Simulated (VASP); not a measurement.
# ScHBr2 (P4/mmm) in VASP: density of states with PBE

Aim: the density of states of ScHBr2 with PBE.

Everything below comes from runs of VASP 6.6.1. Logs are shortened: lines on timing, memory, paths and dates and some standing lists are left out, and cuts for length are marked.

**1. The cell of the first run**

It takes space group P4/mmm (No. 123, tetragonal). The conventional cell has a = 5.272 Å, b = 5.272 Å, c = 3.929 Å, α = 90.00°, β = 90.00°, γ = 90.00°. Sc (site symmetry 4/mmm) has 2 H at 1.96 Å within 2.6 Å. H (site symmetry 4/mmm) has 2 Sc at 1.96 Å within 2.6 Å. Br (site symmetry mmm) has 2 Sc at 2.64 Å and 4 H at 3.29 Å within 3.5 Å.

**2. Density of states, PBE**

Contents of POSCAR:

```
ScHBr2
1.0
    5.2722309431      0.0000000000      0.0000000000
    0.0000000000      5.2722309431      0.0000000000
    0.0000000000      0.0000000000      3.9290703347
Sc H Br
1 1 2
Direct
    0.0000000000      0.0000000000      0.0000000000
    0.0000000000      0.0000000000      0.5000000000
    0.5000000000      0.0000000000      0.0000000000
    0.0000000000      0.5000000000      0.0000000000
```

Contents of INCAR.step1:

```
SYSTEM = ScHBr2
PREC = Accurate
ENCUT = 520
EDIFF = 1E-6
ISMEAR = 0
SIGMA = 0.02
LREAL = .False.
LASPH = .True.
NELM = 100
ALGO = Normal
ISIF = 2
LWAVE = .False.
LCHARG = .True.
LMAXMIX = 4
GGA = PE
NBANDS = 21
```

Contents of KPOINTS.step1:

```
Automatic mesh
0
Gamma
  6 6 8
  0 0 0
```

Contents of INCAR.step2:

```
SYSTEM = ScHBr2
PREC = Accurate
ENCUT = 520
EDIFF = 1E-6
ISMEAR = -5
SIGMA = 0.02
LREAL = .False.
LASPH = .True.
NELM = 100
ALGO = Normal
ISIF = 2
LWAVE = .False.
LCHARG = .False.
LMAXMIX = 4
GGA = PE
LORBIT = 10
NEDOS = 1001
ICHARG = 11
```

Contents of KPOINTS.step2:

```
Automatic mesh
0
Gamma
  9 9 12
  0 0 0
```

Potentials or basis: VASP PAW PBE potentials, release 64 (Sc_sv, H, Br).

Run with:

```
$ cat potpaw_PBE.64/Sc_sv/POTCAR potpaw_PBE.64/H/POTCAR potpaw_PBE.64/Br/POTCAR > POTCAR
$ cp INCAR.step1 INCAR
$ cp KPOINTS.step1 KPOINTS
$ mpirun -np 1 vasp_std > vasp.out
$ cp INCAR.step2 INCAR
$ cp KPOINTS.step2 KPOINTS
$ mpirun -np 1 vasp_std > vasp.out
```

OUTCAR:

```text
SYSTEM = ScHBr2
   PREC = Accurate
   ENCUT = 520
   EDIFF = 1E-6
   ISMEAR = -5
   LREAL = .False.
   LASPH = .True.
   NELM = 100
   ISIF = 2
   GGA = PE
   LORBIT = 10
   ICHARG = 11

 ion  position               nearest neighbor table
   1  0.000  0.000  0.000-   2 1.96   2 1.96   4 2.64   3 2.64   4 2.64   3 2.64
   2  0.000  0.000  0.500-   1 1.96   1 1.96
   3  0.500  0.000  0.000-   1 2.64   1 2.64
   4  0.000  0.500  0.000-   1 2.64   1 2.64

  LATTYP: Found a simple tetragonal cell.
 ALAT       =     5.2722309431
 C/A-ratio  =     0.7452386622

  Lattice vectors:

 A1 = (   5.2722309431,   0.0000000000,   0.0000000000)
 A2 = (   0.0000000000,   5.2722309431,   0.0000000000)
 A3 = (   0.0000000000,   0.0000000000,   3.9290703347)

Analysis of symmetry for initial positions (statically):
=====================================================================
 Subroutine PRICEL returns:
 Original cell was already a primitive cell.

 Routine SETGRP: Setting up the symmetry group for a
 simple tetragonal supercell.

 Subroutine GETGRP returns: Found 16 space group operations
 (whereof 16 operations were pure point group operations)
 out of a pool of 16 trial point group operations.

The static configuration has the point symmetry D_4h.

Analysis of symmetry for dynamics (positions and initial velocities):
=====================================================================
 Subroutine PRICEL returns:
 Original cell was already a primitive cell.

 Routine SETGRP: Setting up the symmetry group for a
 simple tetragonal supercell.

 Subroutine GETGRP returns: Found 16 space group operations
 (whereof 16 operations were pure point group operations)
 out of a pool of 16 trial point group operations.

The dynamic configuration has the point symmetry D_4h.

 Subroutine INISYM returns: Found 16 space group operations
 (whereof 16 operations are pure point group operations),
 and found     1 'primitive' translations

----------------------------------------------------------------------------------------

                                     Primitive cell

  volume of cell :     109.2141

  direct lattice vectors                    reciprocal lattice vectors
     5.272230943  0.000000000  0.000000000     0.189673027  0.000000000  0.000000000
     0.000000000  5.272230943  0.000000000     0.000000000  0.189673027  0.000000000
     0.000000000  0.000000000  3.929070335     0.000000000  0.000000000  0.254513133

  length of vectors
     5.272230943  5.272230943  3.929070335     0.189673027  0.189673027  0.254513133

  position of ions in fractional coordinates (direct lattice)
     0.000000000  0.000000000  0.000000000
     0.000000000  0.000000000  0.500000000
     0.500000000  0.000000000  0.000000000
     0.000000000  0.500000000  0.000000000

  ion indices of the primitive-cell ions
   primitive index   ion index
                 1           1
                 2           2
                 3           3
                 4           4

----------------------------------------------------------------------------------------

 KPOINTS: Automatic mesh

Automatic generation of k-mesh.
 Grid dimensions read from file:
 generate k-points for:    9    9   12

 Generating k-lattice:

  Cartesian coordinates                     Fractional coordinates (reciprocal lattice)
     0.021074781  0.000000000  0.000000000     0.111111111  0.000000000  0.000000000
     0.000000000  0.021074781  0.000000000     0.000000000  0.111111111  0.000000000
     0.000000000  0.000000000  0.021209428     0.000000000  0.000000000  0.083333333

  Length of vectors
     0.021074781  0.021074781  0.021209428

  Shift w.r.t. Gamma in fractional coordinates (k-lattice)
     0.000000000  0.000000000  0.000000000

 TETIRR: Found   1446 inequivalent tetrahedra from     5832

 Subroutine IBZKPT returns following result:
 ===========================================

 Found    105 irreducible k-points:

 Following reciprocal coordinates:
            Coordinates               Weight
  0.000000  0.000000  0.000000      1.000000
  0.111111  0.000000  0.000000      4.000000
  0.222222  0.000000  0.000000      4.000000
  0.333333  0.000000  0.000000      4.000000
  0.444444  0.000000  0.000000      4.000000
  0.111111  0.111111  0.000000      4.000000
[... 16 lines left out ...]
  0.333333  0.111111  0.083333     16.000000
  0.444444  0.111111  0.083333     16.000000
 [... further k-points ...]
   k-points           NKPTS =    105   k-points in BZ     NKDIM =    105   number of bands    NBANDS=     17
   number of dos      NEDOS =   1001   number of ions     NIONS =      4
   total plane-waves  NPLWV =  48000
   dimension x,y,z NGX =    40 NGY =   40 NGZ =   30
   dimension x,y,z NGXF=    80 NGYF=   80 NGZF=   60
   ions per type =               1   1   2
   NGX,Y,Z   is equivalent  to a cutoff of  12.61, 12.61, 12.69 a.u.
   NGXF,Y,Z  is equivalent  to a cutoff of  25.23, 25.23, 25.39 a.u.
 SYSTEM =  ScHBr2
   PREC   = accura    normal or accurate (medium, high low for compatibility)
   ISTART =      0    job   : 0-new  1-cont  2-samecut
   ICHARG =     11    charge: 1-file 2-atom 10-const
   ISPIN  =      1    spin polarized calculation?
   LNONCOLLINEAR =      F non collinear calculations
   LSORBIT =      F    spin-orbit coupling
   LASPH  =      T    aspherical Exc in radial PAW
   ENCUT  =  520.0 eV  38.22 Ry    6.18 a.u.   9.80  9.80  7.31*2*pi/ulx,y,z
   NELM   =    100;   NELMIN=  2; NELMDL=  0     # of ELM steps
   EDIFF  = 0.1E-05   stopping-criterion for ELM
   LREAL  =      F    real-space projection
   EDIFFG = 0.1E-04   stopping-criterion for IOM
   NSW    =      0    number of steps for IOM
   IBRION =     -1    ionic relax: 0-MD 1-quasi-New 2-CG
   NFREE  =      0    steps in history (QN), initial steepest desc. (CG)
   ISIF   =      2    stress and relaxation
   ISYM   =      2    0-nonsym 1-usesym 2-fastsym
   POTIM  = 0.5000    time-step for ionic-motion
   TEBEG  =    0.0;   TEEND  =   0.0 temperature during run
   PSTRESS=    0.0 pullay stress
   NELECT =      26.0000    total number of electrons
   NUPDOWN=      -1.0000    fix difference up-down
   EMIN   =  10.00;   EMAX   =-10.00  energy-range for DOS
   EFERMI =   0.00;   METHOD = LEGACY
   ISMEAR =    -5;   SIGMA  =   0.02  broadening in eV -4-tet -1-fermi 0-gaus
   EFERMI_NEDOS =   21; number of points for ismear=-14 and -15
   IALGO  =     38    algorithm
   IMIX   =      4    mixing-type and parameters
     AMIX     =   0.40;   BMIX     =  1.00
     AMIX_MAG =   1.60;   BMIX_MAG =  1.00
  volume/ion in A,a.u.               =      27.30       184.25
  Fermi-wavevector in a.u.,A,eV,Ry     =   1.014627  1.917367 14.006761  1.029468
  Thomas-Fermi vector in A             =   2.147866
   LORBIT       =     10    0 simple, 1 ext, 2 COOP (PROOUT), +10 PAW based schemes
   GGA     = PE    functional components
   LHFCALC =     F    Hartree Fock is set to
   AEXX    =    0.0000 exact exchange contribution
   IVDW    =     0    specifies the selected vdW correction
   LEPSILON=     F    determine dielectric tensor
   LRPA    =     F    only Hartree local field effects (RPA)
 non-spin polarized calculation
 Fermi weights with tetrahedron method with Bloechl corrections
  energy-cutoff  :      520.00
  volume of cell :      109.21
 maximum number of plane-waves:      2958
 NGX is ok and might be reduce to    40

 number of electron      26.0000002 magnetization

 Free energy of the ion-electron system (eV)
  ---------------------------------------------------
  ext. energy  EPLUGINS =         0.00000000
  ---------------------------------------------------
  free energy    TOTEN  =       -17.43795325 eV

  energy without entropy =      -17.43795325  energy(sigma->0) =      -17.43795325

 E-fermi :  -0.3552     XC(G=0):  -7.6383

 val. band max:       -0.4001163772   @ k =   0.0000   0.0000   0.5000
 cond. band min:       1.3087557625   @ k =   0.0000   0.0000   0.5000
 fundamental gap:      1.7088721397
 Fermi energy:        -0.3551984585

 k-point     1 :       0.0000    0.0000    0.0000
  band No.  band energies     occupation
      1     -50.0126      2.00000
      2     -28.6668      2.00000
      3     -28.6668      2.00000
      4     -28.4477      2.00000
      5     -14.6291      2.00000
      6     -14.1976      2.00000
[... 9 lines left out ...]
     16       2.0929      0.00000
     17       2.1144      0.00000

 k-point     2 :       0.1111    0.0000    0.0000
  band No.  band energies     occupation
      1     -50.0126      2.00000
      2     -28.6675      2.00000
      3     -28.6668      2.00000
      4     -28.4477      2.00000
      5     -14.6086      2.00000
      6     -14.2013      2.00000
[... 9 lines left out ...]
     16       2.1770      0.00000
     17       2.2316      0.00000

 k-point     3 :       0.2222    0.0000    0.0000
  band No.  band energies     occupation
      1     -50.0126      2.00000
      2     -28.6694      2.00000
      3     -28.6667      2.00000
      4     -28.4476      2.00000
      5     -14.5537      2.00000
      6     -14.2132      2.00000
[... 392 lines left out ...]
 k-point    23 :       0.3333    0.1111    0.0833
  band No.  band energies     occupation
      1     -50.0125      2.00000
      2     -28.6713      2.00000
      3     -28.6672      2.00000
      4     -28.4507      2.00000
      5     -14.4555      2.00000
      6     -14.2266      2.00000
[... 9 lines left out ...]
     16       2.5966      0.00000
     17       2.7037      0.00000

 k-point    24 :       0.4444    0.1111    0.0833
  band No.  band energies     occupation
      1     -50.0125      2.00000
      2     -28.6726      2.00000
      3     -28.6672      2.00000
      4     -28.4507      2.00000
      5     -14.3992      2.00000
      6     -14.2492      2.00000
[... 9 lines left out ...]
     16       2.7169      0.00000
     17       2.7738      0.00000

 [... further k-points ...]

------------------------ aborting loop because EDIFF is reached ----------------------------------------

  FORCE on cell =-STRESS in cart. coord.  units (eV):
  Direction    XX          YY          ZZ          XY          YZ          ZX
  --------------------------------------------------------------------------------------
  -------------------------------------------------------------------------------------
  Total        0.0591745      0.0591745      0.0358488      0.0000000     -0.0000000      0.0000000
  in kB        0.8680941      0.8680941      0.5259042      0.0000000     -0.0000000      0.0000000
  external PRESSURE =       0.7540308 kB  Pullay stress =       0.0000000 kB

 VOLUME and BASIS-vectors are now :
 -----------------------------------------------------------------------------
  energy-cutoff  :      520.00
  volume of cell :      109.21
      direct lattice vectors                 reciprocal lattice vectors
     5.272230943  0.000000000  0.000000000     0.189673027  0.000000000  0.000000000
     0.000000000  5.272230943  0.000000000     0.000000000  0.189673027  0.000000000
     0.000000000  0.000000000  3.929070335     0.000000000  0.000000000  0.254513133

 POSITION                                       TOTAL-FORCE (eV/Angst)
 -----------------------------------------------------------------------------------
      0.00000      0.00000      0.00000         0.000000      0.000000      0.000000
      0.00000      0.00000      1.96454         0.000000      0.000000      0.000000
      2.63612      0.00000      0.00000         0.000000      0.000000      0.000000
      0.00000      2.63612      0.00000         0.000000      0.000000      0.000000
 -----------------------------------------------------------------------------------
    total drift:                                0.000000      0.000000     -0.000000

  FREE ENERGIE OF THE ION-ELECTRON SYSTEM (eV)
  ---------------------------------------------------
  free  energy   TOTEN  =       -17.4379532491 eV

  energy  without entropy=      -17.4379532491  energy(sigma->0) =      -17.43795325

 total charge

# of ion       s       p       d       tot
------------------------------------------
    1        2.186   6.155   0.900   9.241
    2        0.567   0.002   0.000   0.569
    3        1.605   3.294   0.006   4.905
    4        1.605   3.294   0.006   4.905
--------------------------------------------------
tot          5.962  12.744   0.913  19.619
```

Wall time 4 min (1 thread of Intel Xeon Platinum 8375C at 2.90GHz (Ice Lake), shared host); peak memory 0.36 GiB.

What came out:

- Valence electrons inside the program's atomic spheres: Sc 9.24; H 0.57; Br 4.91

Levels at points of the mesh, in eV from the valence-band top:
```
           k point  band 10  band 11  band 12  band 13  band 14  band 15  band 16  band 17
(0.00, 0.00, 0.00)    -1.16    -1.09    -1.09    -0.62     1.74     2.49     2.49     2.51
(0.00, 0.00, 0.50)    -1.79    -0.94    -0.94     0.00     1.71     1.71     1.85     2.55
```
